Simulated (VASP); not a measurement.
Write the native input for VASP 6.6.1 that does the following.

```
Task                   : single point
Functional             : LDA
Potentials or basis    : VASP PAW LDA potentials, release 64 (K_sv, Br)
Cutoff                 : 500 eV
k mesh                 : 4 × 4 × 4
Occupations            : gaussian, width 0.01 eV
Spin                   : no spin polarisation
Dipole correction      : no
Further INCAR settings : ALGO = Normal; EDIFF = 1e-06; NBANDS = 15
```

The structure of KBr lies in POSCAR:

```
KBr
1.0
    0.0000000000      3.6882992926      3.6882992926
    3.6882992926      0.0000000000      3.6882992926
    3.6882992926      3.6882992926      0.0000000000
K Br
1 1
Direct
    0.0000000000      0.0000000000      0.0000000000
    0.2500000000      0.2500000000      0.2500000000
```

The input as run:

INCAR

```
ALGO = Normal
EDIFF = 1E-6
ENCUT = 500
GGA = CA
GGA_COMPAT = False
ISIF = 2
ISMEAR = 0
LASPH = True
LCHARG = True
LELF = True
LREAL = False
LVHAR = True
LWAVE = False
NBANDS = 15
NELM = 120
PREC = Accurate
SIGMA = 0.01
```

KPOINTS

```
k-points
0
Gamma
  4 4 4
```

Potentials or basis: VASP PAW LDA potentials, release 64 (K_sv, Br).

Launch:

```bash
$ cat potpaw_LDA.64/K_sv/POTCAR potpaw_LDA.64/Br/POTCAR > POTCAR
$ mpirun -np 1 vasp_std > vasp.out
```

Results of the run:

```json
{
  "Pressure": "-1.0 GPa",
  "Band gap on the k mesh": "3.99 eV, indirect (least direct gap 4.01 eV)"
}
```

Wall time 18 s on 1 thread of AMD EPYC 7R43 64-Core Processor (Zen 3), on a shared host, peak memory 0.15 GiB.
